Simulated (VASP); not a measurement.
Runs of VASP 6.6.1 on Cu. The structure is that of space group Im-3m (No. 229), or close to it. The cells are those of the table. 

```csv
cell,gap on the mesh (eV),pressure (GPa)
"a = 2.513 Å, angles 108.2, 108.2, 112.0°, 1 atom",none,(c)
"a = 2.414 Å, angles 109.1, 109.1, 110.2°, 1 atom",none,(a)
"a = 2.583 Å, angles 107.8, 107.8, 112.9°, 1 atom",none,-9.8
"a = 2.430 Å, angles 108.2, 108.2, 112.0°, 1 atom",none,15.7
"a = 2.441 Å, angles 110.0, 110.0, 108.4°, 1 atom",none,12.2
"a = 2.388 Å, angles 108.2, 108.2, 112.0°, 1 atom",none,(b)
"a = 2.568 Å, angles 108.6, 108.6, 111.2°, 1 atom",none,-8.6
"a = 2.417 Å, angles 107.8, 107.8, 112.9°, 1 atom",none,19.5
```

Alike in all rows: task single point; level PBE; potentials or basis VASP PAW PBE potentials, release 64 (Cu); no spin polarisation; k mesh 22 × 22 × 22; cutoff (eV) 520; smearing gaussian 0.15 eV.

**Question.** Fill in the values left out.

**Answer.** (a) 19.0; (b) 27.4; (c) -1.5.

A gap of «none» marks levels without a gap at the run's occupations.
